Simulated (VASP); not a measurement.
**LiCl: single point with PBE**

LiCl:

```
CELL_PARAMETERS angstrom
3.81793 0.00000 0.00000
-1.90896 3.30642 0.00000
0.00000 0.00000 6.30802
ATOMIC_POSITIONS crystal
Li 0.33333 0.66667 0.00759
Li 0.66667 0.33333 0.50759
Cl 0.33333 0.66667 0.37741
Cl 0.66667 0.33333 0.87741
```

```json
{
 "Program": "VASP 6.6.1",
 "Task": "single point",
 "Functional": "PBE",
 "Potentials or basis": "VASP PAW PBE potentials, release 64 (Li_sv, Cl)",
 "Cutoff": "520 eV",
 "k mesh": "6 × 6 × 4",
 "Occupations": "gaussian, width 0.1 eV",
 "Spin": "no spin polarisation"
}
```

```yaml
Largest_force: 0.064 eV/Å
Band_gap_on_the_k_mesh: 6.13 eV, direct
```

Forces in eV/Å, atoms in the order of the input:
```
Li   0.000  0.000 -0.064
Li   0.000  0.000 -0.064
Cl   0.000  0.000  0.064
Cl   0.000  0.000  0.064
```

Levels at points of the mesh, in eV from the valence-band top:
```csv
k point,band 7,band 8,band 9,band 10,band 11,band 12,band 13,band 14
"(0.00, 0.00, 0.00)",-0.31,-0.09,0.00,0.00,6.13,8.35,10.17,10.17
"(0.50, 0.00, 0.00)",-1.21,-0.88,-0.66,-0.32,7.78,8.06,9.26,10.32
"(0.00, 0.00, 0.50)",-0.16,-0.16,-0.16,-0.16,7.42,7.42,10.32,10.32
"(0.50, 0.00, 0.50)",-0.68,-0.68,-0.62,-0.62,7.41,7.41,10.02,10.02
```

It took 13 s on 1 thread of Intel(R) Xeon(R) 6975P-C (Granite Rapids), with other jobs on the host, peak memory 0.18 GiB.

 A hybrid or GW would open this gap; PBE tends to underestimate it.
